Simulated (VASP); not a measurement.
The system is PtSe2.

```
Pt Se
1.0
     0.00000    3.26559    3.26559
     3.26559    0.00000    3.26559
     3.26559    3.26559    0.00000
Pt Se
1 2
Direct
  0.00000 0.00000 0.00000
  0.75000 0.75000 0.75000
  0.25000 0.25000 0.25000
```

* Program: VASP 6.6.1
* Task: relaxation of cell and atoms
* Functional: PBEsol
* Potentials or basis: VASP PAW PBE potentials, release 64 (Pt, Se)
* Cutoff: 600 eV
* k mesh: 6 × 6 × 6
* Occupations: fermi-dirac, width 0.03 eV
* Spin: no spin polarisation

At the start: pressure -13.3 GPa; volume 23.22 Å³/atom.

Question: How do energy, volume and symmetry change on relaxing?

Answer: Over 4 steps the energy falls by 161.6 meV/atom and the volume is 19.88 Å³/atom (-14.4 %); space group Fm-3m (No. 225, to 0.05 Å).

The path:
```csv
step,energy change (eV),largest force (eV/Å),pressure (GPa),volume (Å³)
1,0.0000,0.0000,-13.28,69.65
2,0.0031,0.0000,23.36,52.00
3,-0.4844,0.0000,-0.44,59.83
4,-0.4847,0.0000,-0.06,59.64
```

Final structure:
```
Pt Se
1.0
     0.00000    3.10107    3.10107
     3.10107    0.00000    3.10107
     3.10107    3.10107    0.00000
Pt Se
1 2
Direct
  0.00000 0.00000 0.00000
  0.75000 0.75000 0.75000
  0.25000 0.25000 0.25000
```

Caveat: the PAW data sets were made with another functional, which shifts forces and pressure a little.
